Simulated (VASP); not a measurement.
Set up this calculation in VASP 6.6.1, as the native input.

| Item | Value |
| --- | --- |
| Task | single point |
| Functional | PBE |
| Dispersion | D3(BJ) |
| Potentials or basis | VASP PAW PBE potentials, release 64 (Si, O, Al, H) |
| Cutoff | 520 eV |
| k mesh | 1 × 1 × 1 |
| Occupations | gaussian, width 0.02 eV |
| Spin | no spin polarisation |
| Dipole correction | no |
| Further INCAR settings | LREAL = Auto; ALGO = Normal; EDIFF = 1e-06; NBANDS = 234 |

The structure of AlSi23HO48 (a cell with a defect) lies in POSCAR:

```
AlSi23HO48
1.0
    9.8316000000      0.0000000000      0.0000000000
   -4.9158000000      8.5144150000      0.0000000000
    0.0000000000      0.0000000000     10.8182000000
Si O Al H
23 48 1 1
Direct
    0.2707910000      0.0001523800      0.1602280000
    0.0031078000      0.2738780000      0.3372560000
    0.2257670000      0.2327160000      0.0010558000
    0.2662600000      0.9963501000      0.6615830000
    0.9973292000      0.2695350000      0.8371510000
    0.2324570000      0.2240680000      0.4965950000
    0.2683800000      0.5020170000      0.1688810000
    0.0046040000      0.7704050000      0.3332450000
    0.2307490000      0.7280770000      0.9952677000
    0.9983032000      0.7660620000      0.8316270000
    0.2377440000      0.7355440000      0.4972600000
    0.7690230000      0.0099828000      0.1657910000
    0.4987680000      0.2630270000      0.3282030000
    0.7271050000      0.2349560000      0.9983316000
    0.7699370000      0.0028498000      0.6656050000
    0.4897170000      0.2690740000      0.8299280000
    0.7308480000      0.2336040000      0.5005640000
    0.7687620000      0.5019070000      0.1691910000
    0.5008740000      0.7728650000      0.3307920000
    0.7444360000      0.7446600000      0.0064547000
    0.7574780000      0.5006330000      0.6641390000
    0.5087570000      0.7701700000      0.8400500000
    0.7367760000      0.7400850000      0.4952760000
    0.0669990000      0.2014560000      0.4423840000
    0.2933680000      0.3635730000      0.1109120000
    0.1424440000      0.4380810000      0.2816240000
    0.2047280000      0.0687820000      0.0535790000
    0.3563660000      0.2834140000      0.3811320000
    0.4374350000      0.1364230000      0.2151890000
    0.0572690000      0.2009390000      0.9500830000
    0.3010870000      0.3461210000      0.6088230000
    0.1344440000      0.4335340000      0.7872490000
    0.2007330000      0.0538050000      0.5466670000
    0.3529940000      0.2961840000      0.8878520000
    0.4270900000      0.1377590000      0.7214780000
    0.0715580000      0.7136130000      0.4468100000
    0.3013150000      0.8671760000      0.0981760000
    0.1415890000      0.9302960000      0.2706040000
    0.2028910000      0.5674830000      0.0590350000
    0.3642020000      0.8036030000      0.3831170000
    0.4353540000      0.6407000000      0.2216290000
    0.0661520000      0.7023680000      0.9406990000
    0.3041460000      0.8641220000      0.6100360000
    0.1352720000      0.9272650000      0.7715610000
    0.2152660000      0.5737100000      0.5473820000
    0.3559620000      0.7787600000      0.8802220000
    0.4552200000      0.6206830000      0.7368980000
    0.5674600000      0.2010270000      0.4380930000
    0.7921120000      0.3639660000      0.1091680000
    0.6354010000      0.4319020000      0.2765330000
    0.6982380000      0.0688910000      0.0545700000
    0.8699110000      0.3055760000      0.3976290000
    0.9302700000      0.1514330000      0.2220930000
    0.5657320000      0.2155110000      0.9399210000
    0.7780370000      0.3568910000      0.6150950000
    0.6163690000      0.4405850000      0.7689160000
    0.7068080000      0.0694810000      0.5556000000
    0.8542380000      0.2926750000      0.8876010000
    0.9311320000      0.1375530000      0.7265500000
    0.5713950000      0.7143480000      0.4420600000
    0.8084990000      0.8785630000      0.1125620000
    0.6388960000      0.9375190000      0.2749870000
    0.7126420000      0.5782480000      0.0609500000
    0.8670440000      0.8013900000      0.3856450000
    0.9344440000      0.6342550000      0.2273320000
    0.5771530000      0.7178900000      0.9544130000
    0.7978400000      0.8654860000      0.6093110000
    0.6340290000      0.9297530000      0.7728060000
    0.7053340000      0.5729530000      0.5507980000
    0.8663110000      0.8003780000      0.8909460000
    0.9205510000      0.6317050000      0.7255820000
    0.2600150000      0.4856160000      0.6635380000
    0.4998186500      0.5744277200      0.7461074800
```

These files were run (other wordings do the same):

INCAR

```
SYSTEM = AlSi23HO48
PREC = Accurate ; ENCUT = 520
EDIFF = 1E-6 ; ISMEAR = 0
SIGMA = 0.02 ; LREAL = Auto
LASPH = .True. ; NELM = 100
ALGO = Normal ; ISIF = 2
LWAVE = .False. ; LCHARG = .False.
GGA = PE ; IVDW = 12
NBANDS = 234
```

KPOINTS

```
Automatic mesh
0
Gamma
  1 1 1
  0 0 0
```

Potentials or basis: VASP PAW PBE potentials, release 64 (Si, O, Al, H).

Run with:

```bash
$ cat potpaw_PBE.64/Si/POTCAR potpaw_PBE.64/O/POTCAR potpaw_PBE.64/Al/POTCAR potpaw_PBE.64/H/POTCAR > POTCAR
$ mpirun -np 1 vasp_gam > vasp.out
```

Results of the run:

* Pressure: 1.7 GPa
* Largest force: 20.994 eV/Å
* Band gap on the k mesh: 5.44 eV
* Dispersion energy per atom: -0.142 eV

Caveat: the k points lie up to 0.74 Å⁻¹ apart.

Run time: 6.6 min on 1 thread of Intel(R) Xeon(R) Platinum 8124M CPU @ 3.00GHz (Skylake/Cascade Lake), with other jobs on the host, peak memory 0.96 GiB.
